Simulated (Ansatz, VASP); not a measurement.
# B in VASP and in Ansatz

```
B
1.0
     0.00000    2.11435    2.11435
     2.11435    0.00000    2.11435
     2.11435    2.11435    0.00000
B
2
Direct
  0.12500 0.12500 0.12500
  0.87500 0.87500 0.87500
```

Alike in both runs: task single point; functional revPBE; k mesh 15 × 15 × 15; occupations fermi-dirac, width 0.1 eV; no spin polarisation.

|  | VASP | Ansatz |
| --- | --- | --- |
| version | VASP 6.6.1 | Ansatz 0.2.0 |
| potentials or method | VASP PAW PBE potentials, release 64 (B), cutoff 520 eV | plane waves (420 eV) with PAW, scalar-relativistic |
| valence electrons in the cell | 6 | 6 |

```csv
,VASP,Ansatz,Ansatz less VASP
pressure (GPa),-16.0,-15.9,+0.08
```

VASP's potentials were made for PBE, not for revPBE. The functional is the same, so the differences come from potentials, cutoffs and numerics.
